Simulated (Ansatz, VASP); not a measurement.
**NbTe: VASP beside Ansatz**

The input INCAR:

```
SYSTEM = NbTe
ALGO     = Normal         ! electronic algorithm
EDIFF    = 1E-6           ! SCF threshold, eV
ENCUT    = 520            ! plane-wave cutoff, eV
GGA      = PE             ! functional
ISIF     = 2              ! what is computed and relaxed
ISMEAR   = 0              ! smearing method
LASPH    = .True.         ! aspherical terms in the spheres
LCHARG   = .False.        ! write CHGCAR
LREAL    = .False.        ! projectors in reciprocal space
LWAVE    = .False.        ! write WAVECAR
NBANDS   = 16             ! bands
NELM     = 100            ! most SCF steps
PREC     = Accurate       ! precision mode
SIGMA    = 0.1            ! smearing width, eV
```

The input KPOINTS:

```
k-points
0
Gamma
  6 6 4
  0 0 0
```

POSCAR

```
NbTe
1.0
    3.7029743866      0.0000000000      0.0000000000
   -1.8514871933      3.2068698884      0.0000000000
    0.0000000000      0.0000000000      3.6942110000
Nb Te
1 1
Direct
    0.0000000000      0.0000000000      0.5000000000
    0.6666666667      0.3333333333      0.0000000000
```

Input for Ansatz:

```yaml
crystal:
  lattice:
    - [3.7029743866, 0.0, 0.0]
    - [-1.8514871933, 3.2068698884, 0.0]
    - [0.0, 0.0, 3.694211]
  atoms:
    - { symbol: Nb, position: [0.0, 0.0, 0.5] }
    - { symbol: Te, position: [0.6666666667, 0.3333333333, 0.0] }
basis:
  ecutwfc: 520
kpoints:
  mp_grid: { grid: [6, 6, 4] }
hamiltonian:
  xc: pbe
scf:
  occupations: { method: gaussian, width: 0.1 }
output:
  forces: true
  stress: true
  eigenvalues: true
```

Alike in both runs: task single point; functional PBE; k mesh 6 × 6 × 4; occupations gaussian, width 0.1 eV; no spin polarisation.

|  | VASP | Ansatz |
| --- | --- | --- |
| version | VASP 6.6.1 | Ansatz 0.2.0 |
| potentials or method | VASP PAW PBE potentials, release 64 (Nb_sv, Te), cutoff 520 eV | scalar-relativistic, plane waves, PAW |
| valence electrons in the cell | 19 | 29 |

Ansatz gave:

```
gap on the k mesh at the Fermi level (eV)                     : none
pressure (GPa)                                                : -0.6
traceless stress, the component that is largest in VASP (GPa) : 1.54
```

Question: Estimate VASP's values.

Answer: gap on the k mesh at the Fermi level (eV): none; pressure (GPa): -0.8; traceless stress, the component that is largest in VASP (GPa): 1.50.

A gap of «none» marks a metal or a gap that the smearing closes. The functional is the same, so the differences come from potentials, cutoffs and numerics. VASP's potentials hold 19 valence electrons a cell and Ansatz's 29, so a difference there can come from the potentials and not from the codes.

The k mesh is coarse, so the values compare programs but aren't converged. Neither program's run includes spin-orbit coupling.
